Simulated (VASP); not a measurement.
# MnSi7C8: single point with PBEsol+U

The system is MnSi7C8.

```
CELL_PARAMETERS angstrom
0.00000 4.35800 4.35800
4.35800 0.00000 4.35800
4.35800 4.35800 0.00000
ATOMIC_POSITIONS crystal
Mn 0.00000 0.00000 0.00000
Si 0.99883 0.99883 0.50117
Si 0.99883 0.50117 0.99883
Si 0.99883 0.50117 0.50117
Si 0.50117 0.99883 0.99883
Si 0.50117 0.99883 0.50117
Si 0.50117 0.50117 0.99883
Si 0.50000 0.50000 0.50000
C 0.13041 0.13041 0.13041
C 0.13041 0.13041 0.60877
C 0.13041 0.60877 0.13041
C 0.12525 0.62492 0.62492
C 0.60877 0.13041 0.13041
C 0.62492 0.12525 0.62492
C 0.62492 0.62492 0.12525
C 0.62492 0.62492 0.62492
```

* Program: VASP 6.6.1
* Task: single point
* Functional: PBEsol
* Potentials or basis: VASP PAW PBE potentials, release 64 (Mn_pv, Si, C)
* Cutoff: 520 eV
* k mesh: 3 × 3 × 3
* Occupations: gaussian, width 0.05 eV
* Spin: collinear spin
* Starting moments: [3.63, 0.01, 0.01, 0.01, 0.01, 0.01, 0.01, 0.0, -0.2, -0.2, -0.2, 0.0, -0.2, 0.0, 0.0, 0.0] μB
* Hubbard terms: Mn d U = 5.5 eV

```
Pressure                                              : 5.8 GPa
Largest force                                         : 0.399 eV/Å
Band gap on the k mesh                                : zero (filled and empty bands overlap)
Net moment                                            : 3.00 μB per cell
Site moments                                          : Mn +3.71; Si +0.01, +0.00 (each value once); C -0.16, -0.00 (each value once) μB
Valence electrons inside the program's atomic spheres : Mn 11.85; Si 1.69, 1.68 (each value once); C 2.52, 2.54 (each value once)
```

Forces in eV/Å, atoms in the order of the input:
```
Mn   0.000  0.000  0.000
Si   0.000  0.000  0.060
Si   0.000  0.060  0.000
Si  -0.060  0.000  0.000
Si   0.060  0.000  0.000
Si   0.000 -0.060  0.000
Si   0.000  0.000 -0.060
Si   0.000  0.000  0.000
C    0.230  0.230  0.230
C   -0.230 -0.230  0.230
C   -0.230  0.230 -0.230
C    0.003 -0.003 -0.003
C    0.230 -0.230 -0.230
C   -0.003  0.003 -0.003
C   -0.003 -0.003  0.003
C    0.003  0.003  0.003
```

Levels at points of the mesh, in eV from the Fermi level:
Spin up:
```tsv
k point	band 34	band 35	band 36	band 37	band 38	band 39	band 40	band 41	band 42	band 43
(0.00, 0.00, 0.00)	-1.39	-0.92	-0.92	-0.92	0.77	0.77	0.77	2.16	2.16	2.16
```
Spin down:
| k point | band 31 | band 32 | band 33 | band 34 | band 35 | band 36 | band 37 | band 38 | band 39 | band 40 |
| --- | --- | --- | --- | --- | --- | --- | --- | --- | --- | --- |
| (0.00, 0.00, 0.00) | -1.43 | -1.43 | -0.81 | -0.81 | -0.81 | 0.89 | 0.89 | 0.89 | 2.79 | 2.79 |

Eigenvalues of the final occupation matrices:
| site | spin | trace | eigenvalues |
| --- | --- | --- | --- |
| site 1 d | 1 | 4.39 | 0.84 0.84 0.84 0.94 0.94 |
| site 1 d | 2 | 0.69 | 0.04 0.04 0.20 0.20 0.20 |

It took 3.2 min on 1 thread of Intel(R) Xeon(R) Platinum 8488C (Sapphire Rapids), on a shared host, peak memory 0.41 GiB.

Caveat: the k points lie up to 0.42 Å⁻¹ apart, too coarse for converged energies and pressures of a metal; the PAW data sets were made with another functional, which shifts forces and pressure a little; the U is typed as a test and isn't derived for this compound.
